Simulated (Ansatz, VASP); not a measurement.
# One calculation of SnSe, two programs

```xyz
4
Lattice="4.3417 0.0000 0.0000 0.0000 4.3417 0.0000 0.0000 0.0000 11.1353" Properties=species:S:1:pos:R:3 pbc="T T T"
Sn    0.0000    2.1709    6.9904
Sn    2.1709    0.0000    4.1449
Se    0.0000    2.1709    4.2755
Se    2.1709    0.0000    6.8598
```

Change from the starting cell: volume scaled by 1.04.

Alike in both runs: task single point; functional PBEsol; k mesh 6 × 6 × 3; occupations fermi-dirac, width 0.05 eV; no spin polarisation.

```csv
,VASP,Ansatz
version,VASP 6.6.1,Ansatz 0.2.0
potentials or method,"VASP PAW PBE potentials, release 64 (Sn_d, Se), cutoff 520 eV","all-electron LAPW, scalar-relativistic"
```

|  | VASP | Ansatz | Ansatz less VASP |
| --- | --- | --- | --- |
| gap on the k mesh at the Fermi level (eV) | 1.50 | 1.51 | +0.006 |
| least direct gap on the mesh (eV) | 1.50 | 1.51 | +0.006 |
| rms of the force components (eV/Å) | 0.148 | 0.156 | +0.0079 |

VASP's potentials were made for PBE, not for PBEsol. Atom by atom the forces differ by 0.009 eV/Å (rms over components). Ansatz ran all-electron here, and VASP with PAW potentials.
